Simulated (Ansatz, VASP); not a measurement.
# One calculation of P, two programs

```
P
1.0
     3.45302    0.00000    0.00000
     0.00000    3.45302    0.00000
     0.00000    0.00000    6.07557
P
4
Direct
  0.78378 0.78378 0.00000
  0.71622 0.28378 0.50000
  0.21622 0.21622 0.00000
  0.28378 0.71622 0.50000
```

Alike in both runs: functional PBE; k mesh 12 × 12 × 8; occupations gaussian, width 0.1 eV; no spin polarisation.

Ansatz relaxed the structure, and its values are those at the end. VASP's run is a single point on that final structure, the one shown.

|  | VASP | Ansatz |
| --- | --- | --- |
| version | VASP 6.6.1 | Ansatz 0.2.0 |
| potentials or method | VASP PAW PBE potentials, release 64 (P), cutoff 520 eV | scalar-relativistic, plane waves, PAW |
| valence electrons in the cell | 20 | 20 |

```csv
,VASP,Ansatz,Ansatz less VASP
gap on the k mesh at the Fermi level (eV),none,none,-
pressure (GPa),-0.2,0.0,+0.22
rms of the force components (eV/Å),0.037,0.004,-0.0327
```

A gap of «none» marks a metal or a gap that the smearing closes.
